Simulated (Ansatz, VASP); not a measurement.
## One calculation of Si, two programs

```
Si
1.0
     4.39430    0.00000    0.00000
    -2.19715    3.80557    0.00000
     0.00000    0.00000    2.69371
Si
3
Direct
  0.00000 0.00000 0.00000
  0.33333 0.66667 0.50000
  0.66667 0.33333 0.50000
```

Alike in both runs: task relaxation of cell and atoms; functional LDA; k mesh 8 × 8 × 12; occupations fermi-dirac, width 0.1 eV; no spin polarisation.

```csv
,VASP,Ansatz
version,VASP 6.6.1,Ansatz 0.2.0
potentials or method,"VASP PAW LDA potentials, release 64 (Si), cutoff 600 eV","plane waves (420 eV) with PAW, scalar-relativistic"
valence electrons in the cell,12,12
```

```tsv
	VASP	Ansatz	Ansatz less VASP
relaxed volume (Å³/atom)	14.28	14.28	-0.005
relaxed cell length with the largest relative difference (Å)	2.535	2.534	-0.0010
```

Ansatz warns that its potentials were made for another functional, while VASP's fit it. LDA's correlation is that of Perdew and Zunger in VASP and of Perdew and Wang (1992) in Ansatz.
